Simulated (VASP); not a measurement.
Ta12N20F (a cell with a defect), 33 atoms in the cell. The cell holds a defect, 33 atoms: a = 5.462 Å, b = 10.924 Å, c = 10.235 Å, α = 90.00°, β = 90.00°, γ = 138.42°. 

```yaml
Program: VASP 6.6.1
Task: relaxation of the atoms
Functional: PBEsol
Potentials_or_basis: VASP PAW PBE potentials, release 64 (Ta_pv, N, F)
Cutoff: 520 eV
k_mesh: 1 × 1 × 1
Occupations: fermi-dirac, width 0.01 eV
Spin: collinear spin
Fixed_moment: 1 μB
Dipole_correction: no
Further_INCAR_settings: LREAL = Auto; ALGO = Normal; EDIFF = 1e-07; IBRION = 2; EDIFFG = -0.02; NSW = 90
```

Potentials or basis: VASP PAW PBE potentials, release 64 (Ta_pv, N, F).

Run with:

```sh
$ cat potpaw_PBE.64/Ta_pv/POTCAR potpaw_PBE.64/N/POTCAR potpaw_PBE.64/F/POTCAR > POTCAR
$ mpirun -np 4 vasp_gam > vasp.out
```

Hardware: 4 MPI ranks on AMD EPYC 7R43 64-Core Processor (Zen 3) (shared host).

Question: Estimate the wall time of this run.

Answer: Wall time 24 min on 4 MPI ranks on AMD EPYC 7R43 64-Core Processor (Zen 3), on a shared host, peak memory 0.28 GiB a rank. Counts: scf iterations 311, k points 1, ion steps 32.
